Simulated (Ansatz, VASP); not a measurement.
# Sn in VASP and in Ansatz

Contents of INCAR:

```
SYSTEM = Sn
  PREC = Accurate
  ENCUT = 520
  EDIFF = 1E-7
  ISMEAR = 0
  SIGMA = 0.015
  LREAL = .FALSE.
  LASPH = .TRUE.
  NELM = 60
  ALGO = Normal
  ISIF = 2
  LWAVE = .FALSE.
  LCHARG = .FALSE.
  GGA = PE
  NBANDS = 21
```

Contents of KPOINTS:

```
regular mesh
0
G
  7 7 7
  0 0 0
```

POSCAR

```
Sn
1.0
    0.0000000000      3.2333428000      3.2333428000
    3.2333428000      0.0000000000      3.2333428000
    3.2333428000      3.2333428000      0.0000000000
Sn
2
Direct
    0.7500000000      0.7500000000      0.7500000000
    0.5000000000      0.5000000000      0.5000000000
```

Contents of input.yaml:

```yaml
crystal:
  lattice:
    - [0.0, 3.2333428, 3.2333428]
    - [3.2333428, 0.0, 3.2333428]
    - [3.2333428, 3.2333428, 0.0]
  atoms:
    - { symbol: Sn, position: [0.75, 0.75, 0.75] }
    - { symbol: Sn, position: [0.5, 0.5, 0.5] }
kpoints:
  mp_grid: { grid: [7, 7, 7] }
scf:
  occupations: { method: gaussian, width: 0.015 }
hamiltonian:
  xc: pbe
  pseudopotentials: { kind: all_electron, lapw: { basis_error: 0.001 } }
output:
  forces: true
  stress: true
  eigenvalues: true
```

Alike in both runs: task single point; functional PBE; k mesh 7 × 7 × 7; occupations gaussian, width 0.015 eV; no spin polarisation.

|  | VASP | Ansatz |
| --- | --- | --- |
| version | VASP 6.6.1 | Ansatz 0.2.0 |
| potentials or method | VASP PAW PBE potentials, release 64 (Sn_d), cutoff 520 eV | all-electron LAPW, scalar-relativistic |

```csv
,VASP,Ansatz,Ansatz less VASP
gap on the k mesh at the Fermi level (eV),none,none,-
pressure (GPa),3.8,3.8,+0.06
```

A gap of «none» marks a metal or a gap that the smearing closes. Ansatz ran all-electron here, and VASP with PAW potentials.
